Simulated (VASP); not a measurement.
A run of VASP 6.6.1 is set up as follows.

The input INCAR:

```
SYSTEM = Mg3Co
  ALGO = Normal
  EDIFF = 1E-7
  ENCUT = 520
  GGA = PE
  ISIF = 2
  ISMEAR = -1
  ISPIN = 2
  LASPH = .True.
  LCHARG = .True.
  LELF = .True.
  LMAXMIX = 4
  LORBIT = 11
  LREAL = .False.
  LVHAR = .True.
  LWAVE = .False.
  MAGMOM = 2 0 0 0
  NBANDS = 20
  NELM = 150
  PREC = Accurate
  SIGMA = 0.05
```

KPOINTS

```
k-points
0
Gamma
  7 7 7
  0 0 0
```

Contents of POSCAR:

```
Mg3Co
1.0
    0.0000000000      3.2101972302      3.2101972302
    3.2101972302      0.0000000000      3.2101972302
    3.2101972302      3.2101972302      0.0000000000
Co Mg
1 3
Direct
    0.0000000000      0.0000000000      0.0000000000
    0.7500000000      0.7500000000      0.7500000000
    0.5000000000      0.5000000000      0.5000000000
    0.2500000000      0.2500000000      0.2500000000
```

Potentials or basis: VASP PAW PBE potentials, release 64 (Co, Mg).

Command:

```console
$ cat potpaw_PBE.64/Co/POTCAR potpaw_PBE.64/Mg/POTCAR > POTCAR
$ mpirun -np 1 vasp_std > vasp.out
```

(1) Predict the net moment.

(2) Estimate the pressure.

(3) Predict the site moments.

Results:

(1) 0.46 μB per cell.

(2) 2.9 GPa.

(3) Co +0.49; Mg -0.01, -0.00 (each value once) μB.
